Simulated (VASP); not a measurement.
A run of VASP 6.6.1 is set up as follows.

Contents of INCAR:

```
SYSTEM = H3C18N
PREC = Accurate
ENCUT = 520
EDIFF = 1E-7
ISMEAR = -1
SIGMA = 0.05
LREAL = Auto
LASPH = .True.
NELM = 80
ALGO = Normal
ISIF = 2
LWAVE = .False.
LCHARG = .False.
GGA = PE
IVDW = 12
NBANDS = 57
```

The input KPOINTS:

```
Automatic mesh
0
Gamma
  2 2 1
  0 0 0
```

POSCAR

```
H3C18N
1.0
    7.3980000000      0.0000000000      0.0000000000
   -3.6990000000      6.4068560000      0.0000000000
    0.0000000000      0.0000000000     11.0000000000
C N H
18 1 3
Direct
    0.0048559862      0.0118473324      0.0650568882
    0.2254487287      0.1220698701      0.0648416529
    0.0036161819      0.3437981406      0.0651619777
    0.2265620042      0.4552680232      0.0650402945
    0.0035367904      0.6783558009      0.0651010638
    0.2267218997      0.7899831417      0.0651619665
    0.3370259506      0.0105600727      0.0649201935
    0.5598402898      0.1219407395      0.0647981602
    0.3368804902      0.3449387154      0.0645460796
    0.5600531096      0.4565422788      0.0641730227
    0.3381289583      0.6785059210      0.0651355012
    0.5587317194      0.7887977683      0.0650083268
    0.6701484561      0.0116953065      0.0650281624
    0.8933078716      0.1232107557      0.0650921949
    0.6714245080      0.3450462401      0.0644743837
    0.8920326532      0.4553990290      0.0649582218
    0.6703189769      0.6771804302      0.0646644969
    0.8932509442      0.7886661115      0.0649941393
    0.5220237744      0.3691523422      0.3656379522
    0.5290617989      0.4075915638      0.4554520579
    0.6694730775      0.4599781657      0.3319494655
    0.4323162301      0.4205856508      0.3242584978
```

Potentials or basis: VASP PAW PBE potentials, release 64 (C, N, H).

The run is started by

```sh
$ cat potpaw_PBE.64/C/POTCAR potpaw_PBE.64/N/POTCAR potpaw_PBE.64/H/POTCAR > POTCAR
$ mpirun -np 1 vasp_std > vasp.out
```

Question: Predict the largest force.

Answer: 0.074 eV/Å.

Question: Predict the band gap on the k mesh.

Answer: 0.13 eV, direct.

Forces on the atoms (eV/Å):
```
C   -0.012 -0.004  0.000
C    0.012  0.009 -0.002
C    0.000  0.005  0.001
C   -0.016  0.004 -0.001
C    0.010 -0.005  0.001
C   -0.007 -0.008  0.002
C    0.009  0.009 -0.001
C   -0.004  0.011  0.000
C    0.009 -0.001 -0.001
C    0.003 -0.014 -0.002
C   -0.004  0.000 -0.001
C    0.004  0.007 -0.002
C    0.009 -0.012  0.001
C    0.008 -0.014  0.000
C   -0.012 -0.002  0.001
C    0.006  0.000  0.001
C   -0.004  0.014  0.002
C   -0.013  0.000  0.002
N    0.003  0.073  0.008
H    0.004 -0.021 -0.016
H   -0.012 -0.030  0.004
H    0.006 -0.021  0.002
```

Caveat: the k points lie up to 0.49 Å⁻¹ apart.
